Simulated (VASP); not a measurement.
Wanted: the native input for a VASP 6.6.1 run.

| Property | Result |
| --- | --- |
| Task | single point |
| Functional | PBE |
| Potentials or basis | VASP PAW PBE potentials, release 64 (B, N) |
| Cutoff | 520 eV |
| k mesh | 12 × 12 × 12 |
| Occupations | gaussian, width 0.05 eV |
| Spin | no spin polarisation |
| Dipole correction | no |
| Further INCAR settings | ALGO = Normal; EDIFF = 1e-07; NBANDS = 11 |

The structure of BN lies in POSCAR:

```
BN
1.0
    0.0000000000      1.7404809600      1.7404809600
    1.7404809600      0.0000000000      1.7404809600
    1.7404809600      1.7404809600      0.0000000000
B N
1 1
Direct
    0.0000000000      0.0000000000      0.0000000000
    0.7500000000      0.7500000000      0.7500000000
```

This cell differs from its parent crystal: strain -0.040 along x and y, -0.040 along z.

These files were run (other wordings do the same):

INCAR

```
SYSTEM = BN
  ALGO = Normal
  EDIFF = 1E-7
  ENCUT = 520
  GGA = PE
  ISIF = 2
  ISMEAR = 0
  LASPH = .True.
  LCHARG = .False.
  LREAL = .False.
  LWAVE = .False.
  NBANDS = 11
  NELM = 60
  PREC = Accurate
  SIGMA = 0.05
```

KPOINTS

```
k-points
0
Gamma
  12 12 12
  0 0 0
```

Potentials or basis: VASP PAW PBE potentials, release 64 (B, N).

Launch:

```sh
$ cat potpaw_PBE.64/B/POTCAR potpaw_PBE.64/N/POTCAR > POTCAR
$ mpirun -np 1 vasp_std > vasp.out
```

It gave:

```
Pressure               : 56.9 GPa
Band gap on the k mesh : 4.57 eV, indirect (least direct gap 9.36 eV)
```

Caveat: the cell differs from its parent crystal (strain -0.040 along x and y, -0.040 along z).

It took 8.8 s on 1 thread of AMD EPYC 7R43 64-Core Processor (Zen 3) (shared host), peak memory 0.08 GiB.
